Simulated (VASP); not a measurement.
Re: single point with BLYP

The system is Re.

```
CELL_PARAMETERS angstrom
-1.89221 1.55415 1.38708
1.55415 -1.89221 1.38708
3.49378 3.49378 -2.00624
ATOMIC_POSITIONS crystal
Re 0.95826 0.04174 0.00000
Re 0.79174 0.20826 0.50000
```

| Quantity | Value |
| --- | --- |
| Program | VASP 6.6.1 |
| Task | single point |
| Functional | BLYP |
| Potentials or basis | VASP PAW PBE potentials, release 64 (Re) |
| Cutoff | 520 eV |
| k mesh | 13 × 13 × 9 |
| Occupations | fermi-dirac, width 0.1 eV |
| Spin | no spin polarisation |
| Dipole correction | no |
| Further INCAR settings | ALGO = Normal; EDIFF = 1e-06; NBANDS = 14; ISYM = 0 |

* Pressure: 1.8 GPa
* Band gap on the k mesh: zero (bands 7 and 8 overlap by 3.09 eV)

Levels at points of the mesh, in eV from the Fermi level:
```tsv
k point	band 5	band 6	band 7	band 8	band 9	band 10
(0.00, 0.00, 0.00)	-1.46	-0.73	-0.72	0.09	0.10	0.86
```

Wall time 6.9 min on 1 thread of Intel Xeon 8259CL (shared host), peak memory 0.41 GiB.

Caveat: the PAW data sets were made with another functional, which shifts forces and pressure a little; spin-orbit coupling is left out, which moves the levels of the heavy elements.
